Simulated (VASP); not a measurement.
# SnSe2 (P4/mmm) in VASP: relaxation of cell and atoms with PBE

Aim: the relaxation of cell and atoms of SnSe2 with PBE.

All numbers are computed with VASP 6.6.1; they aren't measurements. Logs are shortened: lines on timing, memory, paths and dates and some standing lists are left out, and cuts for length are marked.

## (1) The cell of the first run

It takes space group P4/mmm (No. 123, tetragonal). The conventional cell has a = 5.303 Å, b = 5.303 Å, c = 5.019 Å, α = 90.00°, β = 90.00°, γ = 90.00°. Sn (site symmetry 4/mmm) has 4 Se at 2.65 Å within 3.5 Å. Within 3.5 Å of Se (site symmetry mmm) lie 2 Sn at 2.65 Å.

The cell was generated, and may not be a known phase.

## (2) Relaxation of cell and atoms, PBE

INCAR

```
ALGO = Normal
EDIFF = 1E-6
EDIFFG = -0.01
ENCUT = 600
GGA = PE
IBRION = 2
ISIF = 3
ISMEAR = 0
LASPH = T
LCHARG = F
LREAL = F
LWAVE = F
NELM = 100
NSW = 100
PREC = Accurate
SIGMA = 0.1
```

KPOINTS

```
k-points
0
Gamma
  10 10 10
```

POSCAR

```
SnSe2
1.0
    5.3027620281      0.0000000000      0.0000000000
    0.0000000000      5.3027620281      0.0000000000
    0.0000000000      0.0000000000      5.0188413809
Sn Se
1 2
Direct
    0.0000000000      0.0000000000      0.5000000000
    0.5000000000      0.0000000000      0.5000000000
    0.0000000000      0.5000000000      0.5000000000
```

Potentials or basis: VASP PAW PBE potentials, release 64 (Sn_d, Se).

Run with:

```
$ cat potpaw_PBE.64/Sn_d/POTCAR potpaw_PBE.64/Se/POTCAR > POTCAR
$ mpirun -np 1 vasp_std > vasp.out
```

OUTCAR:

```text
EDIFF = 1E-6
   EDIFFG = -0.01
   ENCUT = 600
   GGA = PE
   IBRION = 2
   ISIF = 3
   ISMEAR = 0
   LASPH = T
   LREAL = F
   NELM = 100
   NSW = 100
   PREC = Accurate

 ion  position               nearest neighbor table
   1  0.000  0.000  0.500-   2 2.65   3 2.65   3 2.65   2 2.65
   2  0.500  0.000  0.500-   1 2.65   1 2.65
   3  0.000  0.500  0.500-   1 2.65   1 2.65

  LATTYP: Found a simple tetragonal cell.
 ALAT       =     5.3027620281
 C/A-ratio  =     0.9464579693

  Lattice vectors:

 A1 = (   5.3027620281,   0.0000000000,   0.0000000000)
 A2 = (   0.0000000000,   5.3027620281,   0.0000000000)
 A3 = (   0.0000000000,   0.0000000000,   5.0188413809)

Analysis of symmetry for initial positions (statically):
=====================================================================
 Subroutine PRICEL returns:
 Original cell was already a primitive cell.

 Routine SETGRP: Setting up the symmetry group for a
 simple tetragonal supercell.

 Subroutine GETGRP returns: Found 16 space group operations
 (whereof 16 operations were pure point group operations)
 out of a pool of 16 trial point group operations.

The static configuration has the point symmetry D_4h.

Analysis of symmetry for dynamics (positions and initial velocities):
=====================================================================
 Subroutine PRICEL returns:
 Original cell was already a primitive cell.

 Routine SETGRP: Setting up the symmetry group for a
 simple tetragonal supercell.

 Subroutine GETGRP returns: Found 16 space group operations
 (whereof 16 operations were pure point group operations)
 out of a pool of 16 trial point group operations.

The dynamic configuration has the point symmetry D_4h.

 Subroutine INISYM returns: Found 16 space group operations
 (whereof 16 operations are pure point group operations),
 and found     1 'primitive' translations

----------------------------------------------------------------------------------------

                                     Primitive cell

  volume of cell :     141.1262

  direct lattice vectors                    reciprocal lattice vectors
[... 107 lines left out ...]
   IMIX   =      4    mixing-type and parameters
     AMIX     =   0.40;   BMIX     =  1.00
     AMIX_MAG =   1.60;   BMIX_MAG =  1.00
  volume/ion in A,a.u.               =      47.04       317.46
  Fermi-wavevector in a.u.,A,eV,Ry     =   0.931530  1.760336 11.806422  0.867748
  Thomas-Fermi vector in A             =   2.058033
   LORBIT       =      0    0 simple, 1 ext, 2 COOP (PROOUT), +10 PAW based schemes
   GGA     = PE    functional components
   LHFCALC =     F    Hartree Fock is set to
   AEXX    =    0.0000 exact exchange contribution
   IVDW    =     0    specifies the selected vdW correction
   LEPSILON=     F    determine dielectric tensor
   LRPA    =     F    only Hartree local field effects (RPA)
 conjugate gradient relaxation of ions
 non-spin polarized calculation
 Gauss-broadening in eV      SIGMA  =   0.10
  energy-cutoff  :      600.00
  volume of cell :      141.13
 maximum number of plane-waves:      4738
   NGX = 21   NGY = 21   NGZ = 21

--------------------------------------- Ionic step        1  -------------------------------------------

 number of electron      26.0000007 magnetization

 Free energy of the ion-electron system (eV)
  ---------------------------------------------------
  ext. energy  EPLUGINS =         0.00000000
  ---------------------------------------------------
  free energy    TOTEN  =        -9.77279940 eV

  energy without entropy =       -9.76081611  energy(sigma->0) =       -9.76680776

------------------------ aborting loop because EDIFF is reached ----------------------------------------

  FORCE on cell =-STRESS in cart. coord.  units (eV):
  Direction    XX          YY          ZZ          XY          YZ          ZX
  --------------------------------------------------------------------------------------
  -------------------------------------------------------------------------------------
  Total       -0.6402175     -0.6402175      0.2364571      0.0000000     -0.0000000      0.0000000
  in kB       -7.2682585     -7.2682585      2.6844493      0.0000000     -0.0000000      0.0000000
  external PRESSURE =      -3.9506892 kB  Pullay stress =       0.0000000 kB
[... 92 lines left out ...]
  FREE ENERGIE OF THE ION-ELECTRON SYSTEM (eV)
  ---------------------------------------------------
  free  energy   TOTEN  =        -9.7779170087 eV

  energy  without entropy=       -9.7674370652  energy(sigma->0) =       -9.77267704

[... ionic steps 4 to 9 ...]

--------------------------------------- Ionic step       10  -------------------------------------------

 number of electron      26.0000005 magnetization

------------------------ aborting loop because EDIFF is reached ----------------------------------------
[... 69 lines left out ...]
--------------------------------------- Ionic step       12  -------------------------------------------

 number of electron      26.0000006 magnetization

 Free energy of the ion-electron system (eV)
  ---------------------------------------------------
  ext. energy  EPLUGINS =         0.00000000
  ---------------------------------------------------
  free energy    TOTEN  =        -9.79496061 eV

  energy without entropy =       -9.78452151  energy(sigma->0) =       -9.78974106

 E-fermi :  -1.3773     XC(G=0):  -5.5613

 val. band max:       -1.4913062730   @ k =   0.2000   0.1000   0.5000
 cond. band min:      -1.3586617188   @ k =   0.2000   0.2000   0.0000
 fundamental gap:      0.1326445543
 Fermi energy:        -1.3772919982

 k-point     1 :       0.0000    0.0000    0.0000
  band No.  band energies     occupation
      1     -23.1167      2.00000
      2     -23.0366      2.00000
      3     -23.0286      2.00000
      4     -23.0286      2.00000
      5     -22.9139      2.00000
      6     -14.1520      2.00000
[... 457 lines left out ...]
      4     -23.0286      2.00000
      5     -22.9143      2.00000
      6     -14.0337      2.00000
[... 9 lines left out ...]
     16       2.8231      0.00000
     17       5.5602      0.00000

 [... further k-points ...]

------------------------ aborting loop because EDIFF is reached ----------------------------------------

  FORCE on cell =-STRESS in cart. coord.  units (eV):
  Direction    XX          YY          ZZ          XY          YZ          ZX
  --------------------------------------------------------------------------------------
  -------------------------------------------------------------------------------------
  Total       -0.0218314     -0.0218314     -0.0181202      0.0000000     -0.0000000      0.0000000
  in kB       -0.1937624     -0.1937624     -0.1608240      0.0000000     -0.0000000      0.0000000
  external PRESSURE =      -0.1827829 kB  Pullay stress =       0.0000000 kB
[... 18 lines left out ...]
  FREE ENERGIE OF THE ION-ELECTRON SYSTEM (eV)
  ---------------------------------------------------
  free  energy   TOTEN  =        -9.7949606120 eV

  energy  without entropy=       -9.7845215094  energy(sigma->0) =       -9.78974106

 reached required accuracy - stopping structural energy minimisation
```

CONTCAR:

```text
SnSe2
   1.00000000000000
     5.2691861027903233    0.0000000000000000    0.0000000000000000
    -0.0000000000000000    5.2691861027903233    0.0000000000000000
    -0.0000000000000000    0.0000000000000000    6.5018201322490983
  Sn              Se
     1     2
Direct
     0.0000000000000000    0.0000000000000000    0.5000000000000000
     0.5000000000000000    1.0000000000000000    0.5000000000000000
     0.0000000000000000    0.5000000000000000    0.5000000000000000

  0.00000000E+00  0.00000000E+00  0.00000000E+00
  0.00000000E+00  0.00000000E+00  0.00000000E+00
  0.00000000E+00  0.00000000E+00  0.00000000E+00
```

Wall time 56 min (1 thread of Intel Xeon 8259CL, shared host); peak memory 0.56 GiB.

What came out:

| Property | Result |
| --- | --- |
| Free energy | -9.7950 eV |
| Relaxed cell | a = 5.269 Å, b = 5.269 Å, c = 6.502 Å, α = 90.00°, β = 90.00°, γ = 90.00° |
| Space group after relaxing (to 0.1 Å) | P4/mmm (No. 123) |
| Energy gained by relaxing | 7.4 meV/atom |
| Ionic steps | 12 |
| Pressure after relaxing | 0.0 GPa |
| Band gap on the k mesh | zero (bands 13 and 14 overlap by 0.96 eV) |

Step by step:
```
step  energy change (eV)  largest force (eV/Å)  pressure (GPa)  volume (Å³)
   1              0.0000                0.0000           -0.40       141.13
   2             -0.0042                0.0000            0.35       138.76
   3             -0.0051                0.0000            0.12       139.44
   4             -0.0059                0.0000            0.13       139.96
   5             -0.0081                0.0000            0.10       141.50
   6             -0.0118                0.0000            0.08       144.59
   7             -0.0168                0.0000            0.03       150.79
   8             -0.0214                0.0000           -0.03       163.20
   9             -0.0221                0.0000           -0.04       168.99
  10             -0.0220                0.0000           -0.09       180.58
  11              0.0135                0.0000            1.15       179.47
  12             -0.0222                0.0000           -0.02       180.52
```

Final structure:
```
Sn Se
1.0
     5.26919    0.00000    0.00000
     0.00000    5.26919    0.00000
     0.00000    0.00000    6.50182
Sn Se
1 2
Direct
  0.00000 0.00000 0.50000
  0.50000 0.00000 0.50000
  0.00000 0.50000 0.50000
```

Levels at points of the mesh, in eV from the Fermi level:
| k point | band 9 | band 10 | band 11 | band 12 | band 13 | band 14 | band 15 | band 16 | band 17 |
| --- | --- | --- | --- | --- | --- | --- | --- | --- | --- |
| (0.00, 0.00, 0.00) | -4.32 | -4.32 | -2.16 | -0.33 | -0.24 | -0.24 | 3.29 | 3.87 | 6.66 |
| (0.50, 0.00, 0.00) | -4.10 | -1.53 | -1.16 | -0.88 | -0.87 | 1.43 | 2.28 | 3.61 | 5.11 |
| (0.50, 0.50, 0.00) | -2.23 | -0.83 | -0.83 | -0.68 | 0.71 | 0.77 | 2.80 | 2.80 | 3.07 |
| (0.00, 0.00, 0.50) | -4.32 | -4.32 | -2.26 | -0.36 | -0.24 | -0.24 | 3.13 | 5.72 | 6.60 |
| (0.50, 0.00, 0.50) | -4.10 | -1.61 | -1.16 | -0.95 | -0.87 | 1.45 | 2.14 | 3.62 | 6.21 |
| (0.50, 0.50, 0.50) | -2.22 | -0.89 | -0.89 | -0.68 | 0.54 | 0.77 | 2.82 | 2.82 | 3.12 |

Caveat: the volume moved by over 15 % at a fixed basis, so the end points are rough; spin-orbit coupling is left out, which moves the levels of the heavy elements.

The gap in the log of VASP goes by the Fermi energy; the results here count the filled bands.